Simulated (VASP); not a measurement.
Set up this calculation in VASP 6.6.1, as the native input.

```
Task                   : single point
Functional             : PBE
Potentials or basis    : VASP PAW PBE potentials, release 64 (Al, Cu)
Cutoff                 : 520 eV
k mesh                 : 6 × 6 × 6
Occupations            : gaussian, width 0.2 eV
Spin                   : no spin polarisation
Dipole correction      : no
Further INCAR settings : ALGO = Normal; EDIFF = 1e-06; NBANDS = 26
```

The structure of Al7Cu lies in POSCAR:

```
Al7Cu
1.0
    0.0000000000      3.9797636000      3.9797636000
    3.9797636000      0.0000000000      3.9797636000
    3.9797636000      3.9797636000      0.0000000000
Al Cu
7 1
Direct
    0.5000000000      1.0000000000      0.0000000000
    1.0000000000      0.5000000000      0.5000000000
    1.0000000000      0.5000000000      0.0000000000
    0.5000000000      0.0000000000      0.5000000000
    1.0000000000      0.0000000000      0.5000000000
    0.5000000000      0.5000000000      0.0000000000
    0.0000000000      0.0000000000      0.0000000000
    0.5000000000      0.5000000000      0.5000000000
```

The input as run:

INCAR

```
ALGO     = Normal         # electronic algorithm
EDIFF    = 1E-6           # SCF threshold, eV
ENCUT    = 520            # plane-wave cutoff, eV
GGA      = PE             # functional
ISIF     = 2              # what is computed and relaxed
ISMEAR   = 0              # smearing method
LASPH    = T              # aspherical terms in the spheres
LCHARG   = F              # write CHGCAR
LREAL    = F              # projectors in reciprocal space
LWAVE    = F              # write WAVECAR
NBANDS   = 26             # bands
NELM     = 100            # most SCF steps
PREC     = Accurate       # precision mode
SIGMA    = 0.2            # smearing width, eV
```

KPOINTS

```
k-points
0
Gamma
  6 6 6
```

Potentials or basis: VASP PAW PBE potentials, release 64 (Al, Cu).

Run with:

```bash
$ cat potpaw_PBE.64/Al/POTCAR potpaw_PBE.64/Cu/POTCAR > POTCAR
$ mpirun -np 1 vasp_std > vasp.out
```

Results of the run:

```yaml
Pressure: -0.2 GPa
Band_gap_on_the_k_mesh: zero (band 16 reaches 8.85 eV, above the bottom of band 17 at 5.57 eV)
```

Wall time 43 s on 1 thread of AMD EPYC 9R45 96-Core Processor (Zen 5), on a shared host, peak memory 0.23 GiB.
